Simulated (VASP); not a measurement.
## Fe: electric field gradients with LDA

Fe:

```
Fe
1.0
     0.00000    1.91550    1.93855
     1.47819    0.00000    1.93855
     1.47819    1.91550    0.00000
Fe
1
Direct
  0.00000 0.00000 0.00000
```

- Program: VASP 6.6.1
- Task: electric field gradients
- Functional: LDA
- Potentials or basis: VASP PAW LDA potentials, release 64 (Fe)
- Cutoff: 520 eV
- k mesh: 16 × 16 × 16
- Occupations: fermi-dirac, width 0.05 eV
- Spin: collinear spin, ferromagnetic start
- Starting moments: [3.0] μB
- Dipole correction: no
- Further INCAR settings: ALGO = Normal; EDIFF = 1e-08; NBANDS = 14

The pressure is -12.5 GPa and the band gap on the k mesh is zero (filled and empty bands overlap). The net moment is 2.04 μB per cell and the site moments are Fe +2.01 μB. The largest electric field gradient by atom is Fe +9.8 V/Å² and the valence electrons inside the program's atomic spheres are Fe 7.35.

Stress tensor (GPa, compression positive):
```
-18.93   0.00   0.00
  0.00  -8.22   0.00
  0.00   0.00 -10.21
```

Levels at points of the mesh, in eV from the Fermi level:
Spin up:
```csv
k point,band 1,band 2,band 3,band 4,band 5,band 6,band 7,band 8,band 9,band 10
"(0.00, 0.00, 0.00)",-8.77,-2.55,-2.45,-2.05,-1.22,-0.78,24.04,25.58,25.86,30.07
"(0.50, 0.00, 0.00)",-5.14,-3.32,-1.29,-0.64,0.16,0.44,7.37,19.10,21.50,24.50
"(0.50, 0.50, 0.00)",-5.18,-3.93,-0.60,-0.52,0.51,0.74,8.10,17.53,19.00,22.84
"(0.50, 0.00, 0.50)",-5.18,-3.90,-0.64,-0.58,0.58,0.97,8.37,17.29,18.76,22.62
"(0.00, 0.50, 0.50)",-5.12,-4.92,0.11,0.21,0.31,7.95,11.08,11.09,14.87,16.89
```
Spin down:
| k point | band 1 | band 2 | band 3 | band 4 | band 5 | band 6 | band 7 |
| --- | --- | --- | --- | --- | --- | --- | --- |
| (0.00, 0.00, 0.00) | -8.40 | -0.94 | -0.80 | -0.32 | 0.86 | 1.44 | 24.19 |
| (0.50, 0.00, 0.00) | -4.00 | -1.78 | 0.53 | 0.76 | 1.53 | 2.37 | 8.63 |
| (0.50, 0.50, 0.00) | -3.99 | -2.50 | 1.12 | 1.54 | 1.68 | 2.43 | 9.34 |
| (0.50, 0.00, 0.50) | -3.98 | -2.45 | 1.35 | 1.48 | 1.61 | 2.47 | 9.61 |
| (0.00, 0.50, 0.50) | -3.64 | -3.42 | 2.04 | 2.09 | 2.17 | 8.40 | 11.54 |

Electric field gradients, principal values (V/Å²):
```
atom   least  middle  greatest (by size)
1 Fe  -4.844  -4.937               9.781
```

Wall time 100 s on 1 thread of Intel(R) Xeon(R) 6975P-C (Granite Rapids) (shared host), peak memory 0.24 GiB.

Caveat: the cell stands under tension; without QUAD_EFG the Cq values of the log hold for a quadrupole moment of 1 mb, not for the nuclei.
